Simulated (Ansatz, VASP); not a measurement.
**MgO: VASP beside Ansatz**

The input INCAR:

```
SYSTEM = MgO
PREC = Accurate
ENCUT = 600
EDIFF = 1E-6
ISMEAR = 1
SIGMA = 0.15
LREAL = .FALSE.
LASPH = .TRUE.
NELM = 120
ALGO = Normal
ISIF = 2
LWAVE = .FALSE.
LCHARG = .FALSE.
GGA = PE
NBANDS = 11
GGA_COMPAT = .FALSE.
```

Contents of KPOINTS:

```
Automatic mesh
0
G
  7 7 7
  0 0 0
```

Contents of POSCAR:

```
MgO
1.0
    0.0000000000      2.1980000000      2.1980000000
    2.1980000000      0.0000000000      2.1980000000
    2.1980000000      2.1980000000      0.0000000000
Mg O
1 1
Direct
    0.0000000000      0.0000000000      0.0000000000
    0.5000000000      0.5000000000      0.5000000000
```

Input for Ansatz:

```yaml
crystal:
  lattice:
    - [0.0, 2.198, 2.198]
    - [2.198, 0.0, 2.198]
    - [2.198, 2.198, 0.0]
  atoms:
    - { symbol: Mg, position: [0.0, 0.0, 0.0] }
    - { symbol: O, position: [0.5, 0.5, 0.5] }
hamiltonian:
  xc: pbe
  pseudopotentials: { kind: paw }
basis:
  ecutwfc: 420
kpoints:
  mp_grid: { grid: [7, 7, 7] }
scf:
  occupations: { method: methfessel_paxton, width: 0.15 }
  lower_state_search: "off"
  max_iter: 70
output:
  forces: true
  stress: true
```

Alike in both runs: task single point; functional PBE; k mesh 7 × 7 × 7; occupations methfessel-paxton of order 1, width 0.15 eV; no spin polarisation.

|  | VASP | Ansatz |
| --- | --- | --- |
| version | VASP 6.6.1 | Ansatz 0.2.0 |
| potentials or method | VASP PAW PBE potentials, release 64 (Mg, O), cutoff 600 eV | PAW, plane waves, scalar-relativistic |
| valence electrons in the cell | 8 | 16 |

```csv
,VASP,Ansatz,Ansatz less VASP
pressure (GPa),-13.0,-12.0,+0.97
```

With one functional, cell and mesh, what is left measures potentials, basis and numerics. VASP's potentials hold 8 valence electrons a cell and Ansatz's 16, so a difference there can come from the potentials and not from the codes.
